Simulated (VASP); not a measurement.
# AlN (I-4m2) in VASP: single point with HSE06

Aim: the single point of AlN with HSE06.

Everything below comes from runs of VASP 6.6.1. Logs are shortened: lines on timing, memory, paths and dates and some standing lists are left out, and cuts for length are marked.

## (1) The cell of the first run

It takes space group I-4m2 (No. 119, tetragonal). The conventional cell has a = 3.090 Å, b = 3.090 Å, c = 4.200 Å, α = 90.00°, β = 90.00°, γ = 90.00°. Al (site symmetry -4m2) has 4 N at 1.87 Å within 2.5 Å. Within 2.5 Å of N (site symmetry -4m2) lie 4 Al at 1.87 Å.

## (2) Single point, HSE06 (uniaxial x strain -3.9%)

POSCAR

```
AlN
1.0
    0.0000000000      2.1848764830      2.1848764830
    2.1001032754      0.0000000000      2.1848764830
    2.1001032754      2.1848764830      0.0000000000
Al N
1 1
Direct
    0.0000000000      0.0000000000      0.0000000000
    0.7500000000      0.7500000000      0.7500000000
```

INCAR.step1

```
SYSTEM = AlN
  ALGO = Normal
  EDIFF = 1E-5
  ENCUT = 520
  GGA = PE
  ISIF = 2
  ISMEAR = 0
  LASPH = .True.
  LREAL = .False.
  LWAVE = .True.
  NBANDS = 11
  NELM = 80
  PREC = Accurate
  SIGMA = 0.01
```

INCAR.step2

```
SYSTEM = AlN
  ALGO = Normal
  EDIFF = 1E-6
  ENCUT = 520
  GGA = PE
  HFSCREEN = 0.2079
  ISIF = 2
  ISMEAR = 0
  ISTART = 1
  LASPH = .True.
  LCHARG = .True.
  LELF = .True.
  LHFCALC = .True.
  LREAL = .False.
  LVHAR = .True.
  LWAVE = .False.
  NBANDS = 11
  NELM = 80
  PREC = Accurate
  PRECFOCK = Normal
  SIGMA = 0.01
```

KPOINTS

```
k-points
0
Gamma
  8 8 8
  0 0 0
```

Potentials or basis: VASP PAW PBE potentials, release 64 (Al, N).

On the command line:

```sh
cat potpaw_PBE.64/Al/POTCAR potpaw_PBE.64/N/POTCAR > POTCAR
cp INCAR.step1 INCAR
mpirun -np 1 vasp_std > vasp.out
cp INCAR.step2 INCAR
mpirun -np 1 vasp_std > vasp.out
```

OUTCAR:

```text
SYSTEM = AlN
   EDIFF = 1E-6
   ENCUT = 520
   GGA = PE
   HFSCREEN = 0.2079
   ISIF = 2
   ISMEAR = 0
   ISTART = 1
   LASPH = .True.
   LHFCALC = .True.
   LREAL = .False.
   NELM = 80
   PREC = Accurate
   PRECFOCK = Normal

 ion  position               nearest neighbor table
   1  0.000  0.000  0.000-   2 1.87   2 1.87   2 1.87   2 1.87
   2  0.750  0.750  0.750-   1 1.87   1 1.87   1 1.87   1 1.87

  LATTYP: Found a body centered tetragonal cell.
 ALAT       =     3.0898819544
 C/A-ratio  =     1.3593420761

  Lattice vectors:

 A1 = (  -2.1001032754,   0.0000000000,  -2.1848764830)
 A2 = (  -2.1001032754,   0.0000000000,   2.1848764830)
 A3 = (   2.1001032754,   2.1848764830,   0.0000000000)

Analysis of symmetry for initial positions (statically):
=====================================================================
 Subroutine PRICEL returns:
 Original cell was already a primitive cell.

 Routine SETGRP: Setting up the symmetry group for a
 body centered tetragonal supercell.

 Subroutine GETGRP returns: Found  8 space group operations
 (whereof  8 operations were pure point group operations)
 out of a pool of 16 trial point group operations.

The static configuration has the point symmetry D_2d.

Analysis of symmetry for dynamics (positions and initial velocities):
=====================================================================
 Subroutine PRICEL returns:
 Original cell was already a primitive cell.

 Routine SETGRP: Setting up the symmetry group for a
 body centered tetragonal supercell.

 Subroutine GETGRP returns: Found  8 space group operations
 (whereof  8 operations were pure point group operations)
 out of a pool of 16 trial point group operations.

The dynamic configuration has the point symmetry D_2d.

 Subroutine INISYM returns: Found  8 space group operations
 (whereof  8 operations are pure point group operations),
 and found     1 'primitive' translations

----------------------------------------------------------------------------------------

                                     Primitive cell

  volume of cell :      20.0505

  direct lattice vectors                    reciprocal lattice vectors
     0.000000000  2.184876483  2.184876483    -0.238083529  0.228845888  0.228845888
     2.100103275  0.000000000  2.184876483     0.238083529 -0.228845888  0.228845888
     2.100103275  2.184876483  0.000000000     0.238083529  0.228845888 -0.228845888

  length of vectors
     3.089881954  3.030531144  3.030531144     0.401776864  0.401776864  0.401776864

  position of ions in fractional coordinates (direct lattice)
[... 98 lines left out ...]
     AMIX     =   0.40;   BMIX     =  1.00
     AMIX_MAG =   1.60;   BMIX_MAG =  1.00
  volume/ion in A,a.u.               =      10.03        67.65
  Fermi-wavevector in a.u.,A,eV,Ry     =   1.205212  2.277520 19.762943  1.452535
  Thomas-Fermi vector in A             =   2.340915
   LORBIT       =      0    0 simple, 1 ext, 2 COOP (PROOUT), +10 PAW based schemes
   GGA     = PE    functional components
   LHFCALC =     T    Hartree Fock is set to
   PRECFOCK=normal    Normal, Fast or Accurate (Low or Medium for compatibility)
   ENCUT4O =  -1.0   cutoff for four orbital integrals eV
   NKREDX  =     1    reduce k-point grid by
   NKREDY  =     1    reduce k-point grid by
   NKREDZ  =     1    reduce k-point grid by
   AEXX    =    0.2500 exact exchange contribution
   HFSCREEN=    0.2079 screening length (either q_TF or 0.3 A-1)
   HFSCREENC=   0.2079 screening length for correlation (either q_TF or 0.3 A-1)
   ENCUTFOCK=  -1.0 apply spherical cutoff to Coloumb kernel
   IVDW    =     0    specifies the selected vdW correction
   LEPSILON=     F    determine dielectric tensor
   LRPA    =     F    only Hartree local field effects (RPA)
 non-spin polarized calculation
 Gauss-broadening in eV      SIGMA  =   0.01
  energy-cutoff  :      520.00
  volume of cell :       20.05
 maximum number of plane-waves:       553
  NGX = 18; NGY = 18; NGZ = 18

 number of electron       7.9999999 magnetization

 Free energy of the ion-electron system (eV)
  ---------------------------------------------------
  ext. energy  EPLUGINS =         0.00000000
  ---------------------------------------------------
  free energy    TOTEN  =       -17.36944852 eV

  energy without entropy =      -17.36944852  energy(sigma->0) =      -17.36944852

 E-fermi :   5.5972     XC(G=0):  -9.1459

 val. band max:        5.5114405845   @ k =   0.0000   0.0000   0.0000
 cond. band min:       9.8772545214   @ k =   0.0000   0.5000   0.5000
 fundamental gap:      4.3658139369
 Fermi energy:         5.5971820647

 k-point     1 :       0.0000    0.0000    0.0000
  band No.  band energies     occupation
      1     -11.3102      2.00000
      2       5.3524      2.00000
      3       5.3524      2.00000
      4       5.5114      2.00000
      5      11.3260      0.00000
      6      20.0309      0.00000
      7      20.0728      0.00000
      8      20.0728      0.00000
      9      24.6572      0.00000
     10      25.8617      0.00000
     11      26.2914      0.00000
[... 309 lines left out ...]
 k-point    24 :       0.3750    0.1250    0.1250
  band No.  band energies     occupation
      1      -9.8975      2.00000
      2       1.1961      2.00000
      3       4.2314      2.00000
      4       5.0019      2.00000
      5      14.5699      0.00000
      6      17.1827      0.00000
      7      19.2717      0.00000
      8      19.5574      0.00000
      9      22.9815      0.00000
     10      25.6638      0.00000
     11      28.0324      0.00000

 [... further k-points ...]

------------------------ aborting loop because EDIFF is reached ----------------------------------------

  FORCE on cell =-STRESS in cart. coord.  units (eV):
  Direction    XX          YY          ZZ          XY          YZ          ZX
  --------------------------------------------------------------------------------------
  -------------------------------------------------------------------------------------
  Total        1.4031004      0.8060808      0.8060808     -0.0000000      0.0000000      0.0000000
  in kB      112.1178879     64.4116925     64.4116925     -0.0000000      0.0000000      0.0000000
  external PRESSURE =      80.3137576 kB  Pullay stress =       0.0000000 kB

 VOLUME and BASIS-vectors are now :
 -----------------------------------------------------------------------------
  energy-cutoff  :      520.00
  volume of cell :       20.05
      direct lattice vectors                 reciprocal lattice vectors
     0.000000000  2.184876483  2.184876483    -0.238083529  0.228845888  0.228845888
     2.100103275  0.000000000  2.184876483     0.238083529 -0.228845888  0.228845888
     2.100103275  2.184876483  0.000000000     0.238083529  0.228845888 -0.228845888

 POSITION                                       TOTAL-FORCE (eV/Angst)
 -----------------------------------------------------------------------------------
      0.00000      0.00000      0.00000         0.000000     -0.000000     -0.000000
      3.15015      3.27731      3.27731        -0.000000      0.000000      0.000000
 -----------------------------------------------------------------------------------
    total drift:                               -0.000000     -0.000000     -0.000000

  FREE ENERGIE OF THE ION-ELECTRON SYSTEM (eV)
  ---------------------------------------------------
  free  energy   TOTEN  =       -17.3694485174 eV

  energy  without entropy=      -17.3694485174  energy(sigma->0) =      -17.36944852
```

OUTCAR.step1:

```text
SYSTEM = AlN
   EDIFF = 1E-5
   ENCUT = 520
   GGA = PE
   ISIF = 2
   ISMEAR = 0
[... 559 lines left out ...]
      0.00000      0.00000      0.00000         0.000000     -0.000000     -0.000000
      3.15015      3.27731      3.27731        -0.000000      0.000000      0.000000
 -----------------------------------------------------------------------------------
    total drift:                                0.000000     -0.000000     -0.000000

  FREE ENERGIE OF THE ION-ELECTRON SYSTEM (eV)
  ---------------------------------------------------
  free  energy   TOTEN  =       -14.7891859149 eV

  energy  without entropy=      -14.7891859149  energy(sigma->0) =      -14.78918591
```

It took 81 min on 1 thread of Intel Xeon 8259CL, shared host; peak memory 0.26 GiB.

What came out:

| Property | Result |
| --- | --- |
| Free energy | -17.3694 eV |
| Pressure | 8.0 GPa |
| Band gap on the k mesh | 4.37 eV (least direct gap 5.81 eV) |

Stress tensor (GPa, compression positive):
```
11.21  0.00  0.00
 0.00  6.44  0.00
 0.00  0.00  6.44
```

Caveat: the cell differs from its parent crystal (uniaxial x strain -3.9%); the cell stands under pressure; the PAW data sets were made with another functional, which shifts forces and pressure a little. A k mesh can miss the band edges.
